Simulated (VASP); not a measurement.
## Cs: single point with PBEsol

Cs:

```
Cs
1.0
     4.15188    0.00000    0.00000
     0.00000    4.15188    0.00000
     0.00000    0.00000    4.15188
Cs
1
Direct
  0.00000 0.00000 0.00000
```

This cell differs from its parent crystal: volume scaled by 0.6.

```json
{"Program": "VASP 6.6.1", "Task": "single point", "Functional": "PBEsol", "Potentials or basis": "VASP PAW PBE potentials, release 64 (Cs_sv)", "Cutoff": "520 eV", "k mesh": "8 × 8 × 8", "Occupations": "fermi-dirac, width 0.08 eV", "Spin": "no spin polarisation"}
```

```json
{"Pressure": "1.3 GPa"}
```

Levels at points of the mesh, in eV from the Fermi level:
| k point | band 2 | band 3 | band 4 | band 5 | band 6 | band 7 | band 8 | band 9 |
| --- | --- | --- | --- | --- | --- | --- | --- | --- |
| (0.00, 0.00, 0.00) | -10.32 | -10.32 | -10.32 | -1.98 | 1.12 | 1.12 | 6.05 | 6.05 |
| (0.50, 0.00, 0.00) | -11.14 | -10.24 | -10.24 | 0.01 | 1.08 | 1.79 | 3.54 | 3.54 |
| (0.50, 0.50, 0.00) | -11.00 | -11.00 | -10.16 | -0.36 | 1.68 | 3.57 | 3.57 | 4.14 |
| (0.50, 0.50, 0.50) | -10.88 | -10.88 | -10.88 | 0.73 | 0.73 | 0.73 | 3.44 | 6.93 |

Run time: 23 s on 1 thread of Intel Xeon 6975P-C, on a shared host, peak memory 0.18 GiB.

Caveat: the PAW data sets were made with another functional, which shifts forces and pressure a little; spin-orbit coupling is left out, which moves the levels of the heavy elements.
